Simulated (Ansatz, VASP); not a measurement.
Br in VASP and in Ansatz

Contents of INCAR:

```
SYSTEM = Br
PREC = Accurate
ENCUT = 520
EDIFF = 1E-7
ISMEAR = -1
SIGMA = 0.08
LREAL = .FALSE.
LASPH = .TRUE.
NELM = 100
ALGO = Normal
ISIF = 2
LWAVE = .FALSE.
LCHARG = .FALSE.
GGA = PE
NBANDS = 10
```

Contents of KPOINTS:

```
regular mesh
0
G
  16 16 16
  0 0 0
```

The input POSCAR:

```
Br
1.0
   -1.5907018369      1.5907018369      1.5907018369
    1.5907018369     -1.5907018369      1.5907018369
    1.5907018369      1.5907018369     -1.5907018369
Br
1
Direct
    0.0000000000      0.0000000000      0.0000000000
```

Input for Ansatz:

```yaml
crystal:
  lattice:
    - [-1.5907018369, 1.5907018369, 1.5907018369]
    - [1.5907018369, -1.5907018369, 1.5907018369]
    - [1.5907018369, 1.5907018369, -1.5907018369]
  atoms:
    - { symbol: Br, position: [0.0, 0.0, 0.0] }
kpoints:
  mp_grid: { grid: [16, 16, 16] }
scf:
  occupations: { method: fermi_dirac, width: 0.08 }
hamiltonian:
  xc: pbe
  pseudopotentials: { kind: paw }
output:
  forces: true
  stress: true
  eigenvalues: true
  populations: true
```

Change from the starting cell: volume scaled by 0.6, PAW files.

Alike in both runs: task single point; functional PBE; k mesh 16 × 16 × 16; occupations fermi-dirac, width 0.08 eV; no spin polarisation.

|  | VASP | Ansatz |
| --- | --- | --- |
| version | VASP 6.6.1 | Ansatz 0.2.0 |
| potentials or method | VASP PAW PBE potentials, release 64 (Br) | PAW with Ansatz's default frozen-core files, scalar-relativistic |
| plane-wave cutoff (eV) | 520 | 420 |
| valence electrons in the cell | 7 | 7 |

```tsv
	VASP	Ansatz	Ansatz less VASP
pressure (GPa)	53.0	52.9	-0.09
```

Both programs put the cell under a high pressure, so it lies far from rest at this level.
